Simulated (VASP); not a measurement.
# C (R-3m) in VASP: a series of runs, part 3 of 3

VASP 6.6.1.

### Step 4. Single point, LDA

This run uses another cell than the first one, of the same volume but with other edges.

The input, INCAR:

```
SYSTEM = C
ALGO     = Normal         ! electronic algorithm
EDIFF    = 1E-6           ! SCF threshold, eV
ENCUT    = 520            ! plane-wave cutoff, eV
GGA      = CA             ! functional
ISIF     = 2              ! what is computed and relaxed
ISMEAR   = 0              ! smearing method
LASPH    = .TRUE.         ! aspherical terms in the spheres
LCHARG   = .TRUE.         ! write CHGCAR
LELF     = .TRUE.         ! ELF
LREAL    = .FALSE.        ! projectors in reciprocal space
LVHAR    = .TRUE.       
LWAVE    = .FALSE.        ! write WAVECAR
NBANDS   = 11             ! bands
NELM     = 80             ! most SCF steps
PREC     = Accurate       ! precision mode
SIGMA    = 0.05           ! smearing width, eV
```

The input, KPOINTS:

```
k-points
0
G
  12 12 12
  0 0 0
```

The input, POSCAR:

```
C
1.0
    1.3228512806      0.7637485429      2.8843665041
   -1.3228512806      0.7637485429      2.8843665041
    0.0000000000     -1.5274970859      2.8843665041
C
2
Direct
    0.1640000000      0.1640000000      0.1640000000
    0.8360000000      0.8360000000      0.8360000000
```

Potentials or basis: VASP PAW LDA potentials, release 64 (C).

The run is started by

```sh
$ cat potpaw_LDA.64/C/POTCAR > POTCAR
$ mpirun -np 1 vasp_std > vasp.out
```

OUTCAR:

```text
SYSTEM = C
   EDIFF = 1E-6
   ENCUT = 520
   GGA = CA
   ISIF = 2
   ISMEAR = 0
   LASPH = .TRUE.
   LREAL = .FALSE.
   NELM = 80
   PREC = Accurate

 ion  position               nearest neighbor table
   1  0.164  0.164  0.164-   2 1.53   2 1.53   2 1.53
   2  0.836  0.836  0.836-   1 1.53   1 1.53   1 1.53

  LATTYP: Found a trigonal (rhomboedric) cell.
 ALAT       =     3.2638654196
 COS(alpha) =     0.6714605288

  Lattice vectors:

 A1 = (   1.3228512806,   0.7637485429,   2.8843665041)
 A2 = (  -1.3228512806,   0.7637485429,   2.8843665041)
 A3 = (   0.0000000000,  -1.5274970859,   2.8843665041)

Analysis of symmetry for initial positions (statically):
=====================================================================
 Subroutine PRICEL returns:
 Original cell was already a primitive cell.

 Routine SETGRP: Setting up the symmetry group for a
 trigonal (rhombohedral) supercell.

 Subroutine GETGRP returns: Found 12 space group operations
 (whereof 12 operations were pure point group operations)
 out of a pool of 12 trial point group operations.

The static configuration has the point symmetry D_3d.

Analysis of symmetry for dynamics (positions and initial velocities):
=====================================================================
 Subroutine PRICEL returns:
 Original cell was already a primitive cell.

 Routine SETGRP: Setting up the symmetry group for a
 trigonal (rhombohedral) supercell.

 Subroutine GETGRP returns: Found 12 space group operations
 (whereof 12 operations were pure point group operations)
 out of a pool of 12 trial point group operations.

The dynamic configuration has the point symmetry D_3d.

 Subroutine INISYM returns: Found 12 space group operations
 (whereof 12 operations are pure point group operations),
 and found     1 'primitive' translations

----------------------------------------------------------------------------------------

                                     Primitive cell

  volume of cell :      17.4849

  direct lattice vectors                    reciprocal lattice vectors
     1.322851281  0.763748543  2.884366504     0.377971437  0.218221911  0.115565526
    -1.322851281  0.763748543  2.884366504    -0.377971437  0.218221911  0.115565526
     0.000000000 -1.527497086  2.884366504     0.000000000 -0.436443822  0.115565526

  length of vectors
     3.263865420  3.263865420  3.263865420     0.451484884  0.451484884  0.451484884

  position of ions in fractional coordinates (direct lattice)
     0.164000000  0.164000000  0.164000000
     0.836000000  0.836000000  0.836000000

  ion indices of the primitive-cell ions
   primitive index   ion index
                 1           1
                 2           2

----------------------------------------------------------------------------------------

 KPOINTS: k-points

Automatic generation of k-mesh.
 Grid dimensions read from file:
 generate k-points for:   12   12   12

 Generating k-lattice:

  Cartesian coordinates                     Fractional coordinates (reciprocal lattice)
     0.031497620  0.018185159  0.009630461     0.083333333  0.000000000  0.000000000
    -0.031497620  0.018185159  0.009630461     0.000000000  0.083333333  0.000000000
     0.000000000 -0.036370319  0.009630461     0.000000000  0.000000000  0.083333333

  Length of vectors
     0.037623740  0.037623740  0.037623740

  Shift w.r.t. Gamma in fractional coordinates (k-lattice)
     0.000000000  0.000000000  0.000000000

 Subroutine IBZKPT returns following result:
 ===========================================

 Found    189 irreducible k-points:

 Following reciprocal coordinates:
            Coordinates               Weight
  0.000000  0.000000  0.000000      1.000000
  0.083333 -0.000000 -0.000000      6.000000
  0.166667  0.000000 -0.000000      6.000000
  0.250000  0.000000 -0.000000      6.000000
  0.333333 -0.000000 -0.000000      6.000000
  0.416667 -0.000000 -0.000000      6.000000
[... 16 lines left out ...]
  0.500000  0.166667 -0.000000     12.000000
 -0.416667  0.166667 -0.000000     12.000000
 [... further k-points ...]
   k-points           NKPTS =    189   k-points in BZ     NKDIM =    189   number of bands    NBANDS=     11
   number of dos      NEDOS =    301   number of ions     NIONS =      2
   total plane-waves  NPLWV =  13824
   dimension x,y,z NGX =    24 NGY =   24 NGZ =   24
   dimension x,y,z NGXF=    48 NGYF=   48 NGZF=   48
   ions per type =               2
   NGX,Y,Z   is equivalent  to a cutoff of  12.22, 12.22, 12.22 a.u.
   NGXF,Y,Z  is equivalent  to a cutoff of  24.45, 24.45, 24.45 a.u.
 SYSTEM =  C
   PREC   = accura    normal or accurate (medium, high low for compatibility)
   ISTART =      0    job   : 0-new  1-cont  2-samecut
   ICHARG =      2    charge: 1-file 2-atom 10-const
   ISPIN  =      1    spin polarized calculation?
   LNONCOLLINEAR =      F non collinear calculations
   LSORBIT =      F    spin-orbit coupling
   LASPH  =      T    aspherical Exc in radial PAW
   ENCUT  =  520.0 eV  38.22 Ry    6.18 a.u.   6.07  6.07  6.07*2*pi/ulx,y,z
   NELM   =     80;   NELMIN=  2; NELMDL= -5     # of ELM steps
   EDIFF  = 0.1E-05   stopping-criterion for ELM
   LREAL  =      F    real-space projection
   EDIFFG = 0.1E-04   stopping-criterion for IOM
   NSW    =      0    number of steps for IOM
   IBRION =     -1    ionic relax: 0-MD 1-quasi-New 2-CG
   NFREE  =      0    steps in history (QN), initial steepest desc. (CG)
   ISIF   =      2    stress and relaxation
   ISYM   =      2    0-nonsym 1-usesym 2-fastsym
   POTIM  = 0.5000    time-step for ionic-motion
   TEBEG  =    0.0;   TEEND  =   0.0 temperature during run
   PSTRESS=    0.0 pullay stress
   NELECT =       8.0000    total number of electrons
   NUPDOWN=      -1.0000    fix difference up-down
   EMIN   =  10.00;   EMAX   =-10.00  energy-range for DOS
   EFERMI =   0.00;   METHOD = LEGACY
   ISMEAR =     0;   SIGMA  =   0.05  broadening in eV -4-tet -1-fermi 0-gaus
   EFERMI_NEDOS =   21; number of points for ismear=-14 and -15
   IALGO  =     38    algorithm
   IMIX   =      4    mixing-type and parameters
     AMIX     =   0.40;   BMIX     =  1.00
     AMIX_MAG =   1.60;   BMIX_MAG =  1.00
  volume/ion in A,a.u.               =       8.74        59.00
  Fermi-wavevector in a.u.,A,eV,Ry     =   1.261490  2.383870 21.651724  1.591357
  Thomas-Fermi vector in A             =   2.394946
   LORBIT       =      0    0 simple, 1 ext, 2 COOP (PROOUT), +10 PAW based schemes
   GGA     = CA    functional components
   LHFCALC =     F    Hartree Fock is set to
   AEXX    =    0.0000 exact exchange contribution
   IVDW    =     0    specifies the selected vdW correction
   LEPSILON=     F    determine dielectric tensor
   LRPA    =     F    only Hartree local field effects (RPA)
 non-spin polarized calculation
 Gauss-broadening in eV      SIGMA  =   0.05
  energy-cutoff  :      520.00
  volume of cell :       17.48
 maximum number of plane-waves:       485
   NGX = 13   NGY = 13   NGZ = 13

 number of electron       8.0000001 magnetization

 Free energy of the ion-electron system (eV)
  ---------------------------------------------------
  ext. energy  EPLUGINS =         0.00000000
  ---------------------------------------------------
  free energy    TOTEN  =       -19.40176477 eV

  energy without entropy =      -19.40176477  energy(sigma->0) =      -19.40176477

 E-fermi :   4.9092     XC(G=0): -11.2220

 val. band max:        4.6677084656   @ k =  -0.1667   0.4167   0.0833
 cond. band min:       5.1824211346   @ k =  -0.1667   0.4167   0.0833
 fundamental gap:      0.5147126690
 Fermi energy:         4.9091897177

 k-point     1 :       0.0000    0.0000    0.0000
  band No.  band energies     occupation
      1     -13.4346      2.00000
      2       0.8038      2.00000
      3       1.7820      2.00000
      4       1.7820      2.00000
      5      11.1869      0.00000
      6      11.7823      0.00000
      7      11.7823      0.00000
      8      13.3967      0.00000
      9      13.5145      0.00000
     10      24.9311      0.00000
     11      28.8053      0.00000
[... 309 lines left out ...]
 k-point    24 :      -0.4167    0.1667   -0.0000
  band No.  band energies     occupation
      1      -8.3671      2.00000
      2      -6.9653      2.00000
      3      -2.4660      2.00000
      4       3.8672      2.00000
      5       6.1038      0.00000
      6      12.9322      0.00000
      7      15.6985      0.00000
      8      17.3061      0.00000
      9      19.0038      0.00000
     10      22.8265      0.00000
     11      24.0327      0.00000

 [... further k-points ...]

------------------------ aborting loop because EDIFF is reached ----------------------------------------

  FORCE on cell =-STRESS in cart. coord.  units (eV):
  Direction    XX          YY          ZZ          XY          YZ          ZX
  --------------------------------------------------------------------------------------
  -------------------------------------------------------------------------------------
  Total       -9.0341679     -9.0341679      0.9476355      0.0000000     -0.0000000     -0.0000000
  in kB     -827.8194595   -827.8194595     86.8337986      0.0000000     -0.0000000     -0.0000000
  external PRESSURE =    -522.9350401 kB  Pullay stress =       0.0000000 kB

 VOLUME and BASIS-vectors are now :
 -----------------------------------------------------------------------------
  energy-cutoff  :      520.00
  volume of cell :       17.48
      direct lattice vectors                 reciprocal lattice vectors
     1.322851281  0.763748543  2.884366504     0.377971437  0.218221911  0.115565526
    -1.322851281  0.763748543  2.884366504    -0.377971437  0.218221911  0.115565526
     0.000000000 -1.527497086  2.884366504     0.000000000 -0.436443822  0.115565526

 POSITION                                       TOTAL-FORCE (eV/Angst)
 -----------------------------------------------------------------------------------
      0.00000     -0.00000      1.41911         0.000000     -0.000000      0.525169
      0.00000     -0.00000      7.23399         0.000000      0.000000     -0.525169
 -----------------------------------------------------------------------------------
    total drift:                                0.000000     -0.000000      0.000000

  FREE ENERGIE OF THE ION-ELECTRON SYSTEM (eV)
  ---------------------------------------------------
  free  energy   TOTEN  =       -19.4017647686 eV

  energy  without entropy=      -19.4017647686  energy(sigma->0) =      -19.40176477
```

Run time: 19 s. Hardware: 1 thread of AMD EPYC 9R45 (Zen 5), shared host; peak memory 0.11 GiB.

What came out:

```
Free energy            : -19.4018 eV
Pressure               : -52.3 GPa
Largest force          : 0.525 eV/Å
Band gap on the k mesh : 0.51 eV, direct
```

Forces on the atoms (eV/Å):
```
C    0.000  0.000  0.525
C    0.000  0.000 -0.525
```

Stress tensor (GPa, compression positive):
```
-82.78   0.00   0.00
  0.00 -82.78   0.00
  0.00   0.00   8.68
```

Levels at points of the mesh, in eV from the valence-band top:
| k point | band 2 | band 3 | band 4 | band 5 | band 6 | band 7 |
| --- | --- | --- | --- | --- | --- | --- |
| (0.00, 0.00, 0.00) | -3.86 | -2.89 | -2.89 | 6.52 | 7.11 | 7.11 |
| (0.50, 0.00, 0.00) | -11.97 | -5.57 | -0.95 | 1.80 | 6.10 | 12.18 |
| (0.50, 0.50, 0.00) | -11.69 | -5.85 | -2.82 | 1.13 | 5.00 | 13.20 |
| (0.50, 0.50, 0.50) | -8.09 | -3.00 | -3.00 | 6.95 | 6.95 | 8.13 |

 A k mesh can miss the band edges.

### Step 5. Single point, LDA

This run uses another cell than the first one, of the same volume but with other edges.

The input, INCAR:

```
SYSTEM = C
  PREC = Accurate
  ENCUT = 520
  EDIFF = 1E-6
  ISMEAR = 0
  SIGMA = 0.05
  LREAL = .FALSE.
  LASPH = .TRUE.
  NELM = 60
  ALGO = Normal
  ISIF = 2
  LWAVE = .FALSE.
  LCHARG = .FALSE.
  GGA = CA
  NBANDS = 11
```

The input, KPOINTS:

```
Automatic mesh
0
G
  12 12 12
  0 0 0
```

The input, POSCAR:

```
C
1.0
    1.1251918219      0.6496298013      3.9867532204
   -1.1251918219      0.6496298013      3.9867532204
    0.0000000000     -1.2992596025      3.9867532204
C
2
Direct
    0.1640000000      0.1640000000      0.1640000000
    0.8360000000      0.8360000000      0.8360000000
```

The run is started by

```sh
$ cat potpaw_LDA.64/C/POTCAR > POTCAR
$ mpirun -np 1 vasp_std > vasp.out
```

It took 37 s on 1 thread of AMD EPYC 9R45 (Zen 5), shared host; peak memory 0.13 GiB.

Results (log left out):

```yaml
Free_energy: -19.0449 eV
Pressure: 85.1 GPa
Largest_force: 0.895 eV/Å
Band_gap_on_the_k_mesh: 0.22 eV, direct
```

Forces in eV/Å, atoms in the order of the input:
```
C    0.000  0.000  0.895
C    0.000  0.000 -0.895
```

Stress tensor (GPa, compression positive):
```
128.76   0.00   0.00
  0.00 128.76   0.00
  0.00   0.00  -2.25
```

Levels at points of the mesh, in eV from the valence-band top:
| k point | band 1 | band 2 | band 3 | band 4 | band 5 | band 6 | band 7 | band 8 | band 9 |
| --- | --- | --- | --- | --- | --- | --- | --- | --- | --- |
| (0.00, 0.00, 0.00) | -21.48 | -9.20 | -2.66 | -2.66 | 1.87 | 10.37 | 10.37 | 15.02 | 18.22 |
| (0.50, 0.00, 0.00) | -14.92 | -14.78 | -6.99 | -2.69 | 1.87 | 10.57 | 11.60 | 11.92 | 18.10 |
| (0.50, 0.50, 0.00) | -14.91 | -14.76 | -6.99 | -2.93 | 1.65 | 10.47 | 12.52 | 13.50 | 19.03 |
| (0.50, 0.50, 0.50) | -21.42 | -9.88 | -2.66 | -2.66 | 5.85 | 10.37 | 10.37 | 10.41 | 15.45 |

### Step 6. The runs side by side

| cell | gap on the mesh (eV) | pressure (GPa) | largest force (eV/Å) |
| --- | --- | --- | --- |
| a = 3.560 Å, angles 40.9°, 2 atoms | 0.91 | -14.1 | 0.85 |
| a = 3.729 Å, angles 37.8°, 2 atoms | 0.63 | 10.6 | 0.93 |
| a = 3.264 Å, angles 47.8°, 2 atoms | 0.51 | -52.3 | 0.53 |
| a = 4.193 Å, angles 31.1°, 2 atoms | 0.22 | 85.1 | 0.89 |

Alike in all rows: task single point; level LDA; potentials or basis VASP PAW LDA potentials, release 64 (C); no spin polarisation; k mesh 12 × 12 × 12; cutoff (eV) 520; smearing gaussian 0.05 eV.

Total energies depend on the potentials used, so only differences within one code and one set of settings carry meaning.
